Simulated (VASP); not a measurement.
Set up this calculation in VASP 6.6.1, as the native input.

- Task: single point
- Functional: PBEsol
- Potentials or basis: VASP PAW PBE potentials, release 64 (Ta_pv, N)
- Cutoff: 520 eV
- k mesh: 18 × 18 × 10
- Occupations: gaussian, width 0.15 eV
- Spin: no spin polarisation
- Dipole correction: no
- Further INCAR settings: ALGO = Normal; EDIFF = 1e-07; NBANDS = 20

The structure of Ta2N lies in POSCAR:

```
Ta2N
1.0
    2.9959001187      0.0000000000      0.0000000000
   -1.4979500594      2.5945256100      0.0000000000
    0.0000000000      0.0000000000      5.2964518199
Ta N
2 1
Direct
    0.6666666667      0.3333333333      0.7463700642
    0.3333333333      0.6666666667      0.2536299358
    0.0000000000      0.0000000000      0.0000000000
```

One way to write it, as run:

INCAR

```
PREC = Accurate
ENCUT = 520
EDIFF = 1E-7
ISMEAR = 0
SIGMA = 0.15
LREAL = False
LASPH = True
NELM = 60
ALGO = Normal
ISIF = 2
LWAVE = False
LCHARG = False
GGA = PS
NBANDS = 20
```

KPOINTS

```
regular mesh
0
Gamma
  18 18 10
```

Potentials or basis: VASP PAW PBE potentials, release 64 (Ta_pv, N).

Launch:

```sh
$ cat potpaw_PBE.64/Ta_pv/POTCAR potpaw_PBE.64/N/POTCAR > POTCAR
$ mpirun -np 1 vasp_std > vasp.out
```

Results of the run:

```
Pressure               : -8.9 GPa
Largest force          : 0.513 eV/Å
Band gap on the k mesh : zero (an odd number of electrons rules out a gap without spin polarisation)
```

Caveat: the stress differs along the axes, from -23 to -2 GPa; the PAW data sets were made with another functional, which shifts forces and pressure a little; spin-orbit coupling is left out, which moves the levels of the heavy elements.

Wall time 4.8 min on 1 thread of Intel Xeon 8259CL, with other jobs on the host, peak memory 0.36 GiB.
